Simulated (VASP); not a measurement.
Crystal: PbSe (Clausthalite).

```
Pb Se
1.0
     0.00000    3.06065    3.06065
     3.06065    0.00000    3.06065
     3.06065    3.06065    0.00000
Pb Se
1 1
Direct
  0.00000 0.00000 0.00000
  0.50000 0.50000 0.50000
```

Base run:

| Item | Value |
| --- | --- |
| Program | VASP 6.6.1 |
| Functional | PBE |
| Potentials or basis | VASP PAW PBE potentials, release 64 (Pb_d, Se) |
| Cutoff | 520 eV |
| k mesh | 6 × 6 × 6 |
| Occupations | fermi-dirac, width 0.05 eV |
| Spin | no spin polarisation |

Its results: pressure 2.3 GPa.

Task: After a change of settings the same cell gave: pressure 1.5 GPa. Which change was it?
A. k mesh from 6 × 6 × 6 to 3 × 3 × 3; occupations from fermi-dirac, width 0.05 eV to fermi-dirac, width 0.02 eV
B. k mesh from 6 × 6 × 6 to 8 × 8 × 8; occupations from fermi-dirac, width 0.05 eV to gaussian, width 0.028 eV
C. functional from PBE to revPBE; k mesh from 6 × 6 × 6 to 8 × 8 × 8
D. functional from PBE to PBEsol; cutoff from 520 eV to 500 eV; k mesh from 6 × 6 × 6 to 4 × 4 × 4

Result: A.

Caveats: some runs use coarse meshes.
